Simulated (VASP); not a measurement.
Runs of VASP 6.6.1 on NaCl. The structure is that of space group Fm-3m (No. 225), or close to it. The cells are those of the table. 

```csv
task,level,potentials or basis,cell,cutoff (eV),smearing,gap on the mesh (eV),pressure (GPa),relaxed volume (Å³/atom)
single point,PBE,"VASP PAW PBE potentials, release 64 (Na_pv, Cl)","a = 4.163 Å, angles 60.0°, 2 atoms",520,gaussian 0.02 eV,(b),-1.9,-
single point,PBE,"VASP PAW PBE potentials, release 64 (Na_pv, Cl)","a = 4.005 Å, angles 60.0°, 2 atoms",520,gaussian 0.02 eV,5.06,(c),-
single point,PBEsol,"VASP PAW PBE potentials, release 64 (Na_pv, Cl)","a = 4.171 Å, angles 60.0°, 2 atoms",520,gaussian 0.02 eV,4.49,-2.8,-
single point,PBE,"VASP PAW PBE potentials, release 64 (Na_pv, Cl)","a = 4.027 Å, angles 60.0°, 2 atoms",520,gaussian 0.02 eV,5.00,0.0,-
single point,LDA,"VASP PAW LDA potentials, release 64 (Na_pv, Cl)","a = 3.877 Å, angles 60.0°, 2 atoms",520,gaussian 0.02 eV,5.04,-0.3,-
relaxation of cell and atoms,PBE,"VASP PAW PBE potentials, release 64 (Na_pv, Cl)","relaxed from a = 4.027 Å, angles 60.0°, 2 atoms",600,gaussian 0.01 eV,5.00,0.0,23.10
relaxation of cell and atoms,PBE,"VASP PAW PBE potentials, release 64 (Na_pv, Cl)","relaxed from a = 4.005 Å, angles 60.0°, 2 atoms",600,gaussian 0.02 eV,5.00,0.0,23.09
single point,LDA,"VASP PAW LDA potentials, release 64 (Na_pv, Cl)","a = 3.914 Å, angles 60.0°, 2 atoms",500,gaussian 0.02 eV,(a),(d),-
```

Alike in all rows: no spin polarisation; k mesh 8 × 8 × 8.

Question: Fill in the values left out.

Answer: (a) 4.92; (b) 4.65; (c) 0.5; (d) -1.1.

Caveats: the PAW data sets were made with another functional, which shifts forces and pressure a little (some runs).

A k mesh can miss the band edges.
